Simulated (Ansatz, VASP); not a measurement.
**One calculation of SnTe2, two programs**

```
CELL_PARAMETERS angstrom
0.00000 3.70104 3.70104
3.70104 0.00000 3.70104
3.70104 3.70104 0.00000
ATOMIC_POSITIONS crystal
Sn 0.00000 0.00000 0.00000
Te 0.25000 0.25000 0.25000
Te 0.75000 0.75000 0.75000
```

Alike in both runs: task single point; functional LDA; k mesh 4 × 4 × 4; occupations fermi-dirac, width 0.02 eV; no spin polarisation.

```csv
,VASP,Ansatz
version,VASP 6.6.1,Ansatz 0.2.0
potentials or method,"VASP PAW LDA potentials, release 64 (Sn_d, Te)",plane waves
plane-wave cutoff (eV),520,420
valence electrons in the cell,26,46
```

```tsv
	VASP	Ansatz	Ansatz less VASP
pressure (GPa)	-2.3	-2.3	-0.01
```

LDA's correlation is that of Perdew and Zunger in VASP and of Perdew and Wang (1992) in Ansatz. VASP's potentials hold 26 valence electrons a cell and Ansatz's 46, so a difference there can come from the potentials and not from the codes.

The k mesh is coarse, so the values compare programs but aren't converged. Spin-orbit coupling is off throughout.
